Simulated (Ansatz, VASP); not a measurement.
GaAs: VASP beside Ansatz

```
Ga As
1.0
     0.00000    2.82685    2.79858
     2.82685    0.00000    2.79858
     2.82685    2.82685    0.00000
Ga As
1 1
Cartesian
  0.0000 0.0000 0.0000
  4.2403 4.2403 4.1979
```

Change from the starting cell: zz strain of -1 %.

Alike in both runs: task single point; functional LDA; k mesh 10 × 10 × 10; occupations fermi-dirac, width 0.08 eV; no spin polarisation.

|  | VASP | Ansatz |
| --- | --- | --- |
| version | VASP 6.6.1 | Ansatz 0.2.0 |
| potentials or method | VASP PAW LDA potentials, release 64 (Ga_d, As), cutoff 520 eV | all-electron LAPW, scalar-relativistic |

```csv
,VASP,Ansatz,Ansatz less VASP
pressure (GPa),-0.9,-1.2,-0.26
"traceless stress, the component that is largest in VASP (GPa)",0.42,0.42,+0.001
```

LDA's correlation is that of Perdew and Zunger in VASP and of Perdew and Wang (1992) in Ansatz. Ansatz ran all-electron here, and VASP with PAW potentials.
